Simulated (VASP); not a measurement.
A run of VASP 6.6.1:

File POSCAR:

```
SnO2
1.0
    4.7104162379      0.0694621827     -0.0828709629
    0.0694621827      4.5012285149      0.0321667614
   -0.0557400310      0.0216357602      3.0112980164
Sn O
2 4
Direct
    0.0701226687     -0.0418179262     -0.0375122281
    0.4619158081      0.5276682586      0.4653764239
    0.2881445480      0.3897955679     -0.0104771200
    0.1517180898      0.7083266059      0.5222992583
    0.6550229599      0.7004015780      0.0820878283
    0.8730759255      0.2156259158      0.4782258376
```

File INCAR.step1:

```
PREC = Accurate
ENCUT = 520
ISMEAR = 0
SIGMA = 0.05
LREAL = F
LASPH = T
NELM = 60
NBANDS = 35
GGA = PE
ALGO = Normal
EDIFF = 1E-4
LWAVE = T
LCHARG = F
```

INCAR.step2

```
PREC = Accurate
ENCUT = 520
EDIFF = 1E-6
ISMEAR = 0
SIGMA = 0.05
LREAL = F
LASPH = T
NELM = 60
ALGO = Normal
ISIF = 2
LWAVE = F
LCHARG = F
METAGGA = R2SCAN
LMIXTAU = T
NBANDS = 35
ISTART = 1
```

KPOINTS

```
regular mesh
0
Gamma
  6 6 8
```

Potentials or basis: VASP PAW PBE potentials, release 64 (Sn_d, O).

Command:

```bash
$ cat potpaw_PBE.64/Sn_d/POTCAR potpaw_PBE.64/O/POTCAR > POTCAR
$ cp INCAR.step1 INCAR
$ mpirun -np 1 vasp_std > vasp.out
$ cp INCAR.step2 INCAR
$ mpirun -np 1 vasp_std > vasp.out
```

Hardware: 1 thread of Intel(R) Xeon(R) 6975P-C (Granite Rapids), on a shared host.

Task: How long does it take, and how much memory?

Result: It took 6.8 min on 1 thread of Intel(R) Xeon(R) 6975P-C (Granite Rapids) (shared host), peak memory 0.36 GiB. Counts: k points 148.
